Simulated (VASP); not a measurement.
Input of a VASP 6.6.1 run:

File INCAR:

```
SYSTEM = MgO
PREC = Accurate ; ENCUT = 840
EDIFF = 1E-6 ; ISMEAR = -1
SIGMA = 0.01 ; LREAL = .FALSE.
LASPH = .TRUE. ; NELM = 120
ALGO = Normal ; ISIF = 2
LWAVE = .FALSE. ; LCHARG = .FALSE.
GGA = PE ; NBANDS = 15
GGA_COMPAT = .FALSE.
```

File KPOINTS:

```
Automatic mesh
0
G
  10 10 10
  0 0 0
```

POSCAR

```
MgO
1.0
    0.0000000000      2.1066500000      2.1066500000
    2.1066500000      0.0000000000      2.1066500000
    2.1066500000      2.1066500000      0.0000000000
Mg O
1 1
Direct
    0.0000000000      0.0000000000      0.0000000000
    0.5000000000      0.5000000000      0.5000000000
```

Potentials or basis: VASP PAW PBE potentials, release 64 (Mg_sv, O).

The run is started by

```sh
$ cat potpaw_PBE.64/Mg_sv/POTCAR potpaw_PBE.64/O/POTCAR > POTCAR
$ mpirun -np 1 vasp_std > vasp.out
```

(1) What does it give for the pressure?

(2) What does it give for the band gap on the k mesh?

Results:

(1) 4.6 GPa.

(2) 4.73 eV.

Caveat: the cell stands under pressure.
